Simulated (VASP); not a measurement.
A run of VASP 6.6.1:

Contents of INCAR:

```
SYSTEM = Bi
PREC = Accurate
ENCUT = 600
EDIFF = 1E-6
ISMEAR = 0
SIGMA = 0.1
LREAL = .False.
LASPH = .True.
NELM = 100
ALGO = Normal
ISIF = 3
LWAVE = .False.
LCHARG = .False.
GGA = PE
IBRION = 2
NSW = 90
EDIFFG = -0.04
```

The input KPOINTS:

```
Automatic mesh
0
Gamma
  4 4 4
  0 0 0
```

POSCAR

```
Bi
1.0
    0.0000000000      3.5043151423      3.5043151423
    3.5043151423      0.0000000000      3.5043151423
    3.5043151423      3.5043151423      0.0000000000
Bi
2
Direct
    0.0000000000      0.0000000000      0.0000000000
    0.2500000000      0.2500000000      0.2500000000
```

Potentials or basis: VASP PAW PBE potentials, release 64 (Bi_d).

The run is started by

```bash
$ cat potpaw_PBE.64/Bi_d/POTCAR > POTCAR
$ mpirun -np 1 vasp_std > vasp.out
```

Hardware: 1 thread of Intel(R) Xeon(R) Platinum 8488C (Sapphire Rapids), with other jobs on the host.

**Question.** How long does it take, and how much memory?

**Answer.** Wall time 36 s on 1 thread of Intel(R) Xeon(R) Platinum 8488C (Sapphire Rapids) (shared host), peak memory 0.24 GiB. Counts: scf iterations 31, k points 8, ion steps 3.
